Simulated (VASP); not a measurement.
## ZnS (CsCl type): single point with PBE

ZnS (CsCl type):

```
Zn S
1.0
     2.96826    0.00000    0.00000
     0.00000    2.96826    0.00000
     0.00000    0.00000    2.96826
Zn S
1 1
Cartesian
  0.0000 0.0000 0.0000
  1.4841 1.4841 1.4841
```

This cell differs from its parent crystal: volume scaled by 0.8.

* Program: VASP 6.6.1
* Task: single point
* Functional: PBE
* Potentials or basis: VASP PAW PBE potentials, release 64 (Zn, S)
* Cutoff: 520 eV
* k mesh: 15 × 15 × 15
* Occupations: fermi-dirac, width 0.1 eV
* Spin: no spin polarisation
* Dipole correction: no
* Further INCAR settings: ALGO = Normal; EDIFF = 1e-06; NBANDS = 16

```yaml
Pressure: 27.9 GPa
Band_gap_on_the_k_mesh: zero (band 9 reaches 7.66 eV, above the bottom of band 10 at 6.09 eV)
```

Levels at points of the mesh, in eV from the Fermi level:
```tsv
k point	band 6	band 7	band 8	band 9	band 10	band 11	band 12	band 13
(0.00, 0.00, 0.00)	-7.11	-1.71	-1.71	-1.71	0.76	5.67	5.67	14.48
```

It took 12 s on 1 thread of Intel(R) Xeon(R) 6975P-C (Granite Rapids) (shared host), peak memory 0.17 GiB.
